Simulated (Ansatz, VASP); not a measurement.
# One calculation of Ti, two programs

```
Ti
1.0
     5.25042    0.00000    0.00000
     0.00000    5.25042    0.00000
     0.00000    0.00000    5.25042
Ti
8
Direct
  0.00000 0.00000 0.00000
  0.50000 0.50000 0.50000
  0.25000 0.00000 0.50000
  0.75000 0.00000 0.50000
  0.50000 0.25000 0.00000
  0.50000 0.75000 0.00000
  0.00000 0.50000 0.25000
  0.00000 0.50000 0.75000
```

Alike in both runs: functional RPBE; k mesh 5 × 5 × 5; occupations fermi-dirac, width 0.1 eV; no spin polarisation.

Ansatz relaxed the structure, and its values are those at the end. VASP's run is a single point on that final structure, the one shown.

```csv
,VASP,Ansatz
version,VASP 6.6.1,Ansatz 0.2.0
potentials or method,"VASP PAW PBE potentials, release 64 (Ti_sv), cutoff 520 eV","plane waves (420 eV) with PAW, scalar-relativistic"
valence electrons in the cell,96,96
```

Ansatz gave:

* pressure (GPa): 0.0

Which values does VASP return?

Pressure (GPa): -0.2.

VASP's potentials were made for PBE, not for RPBE.
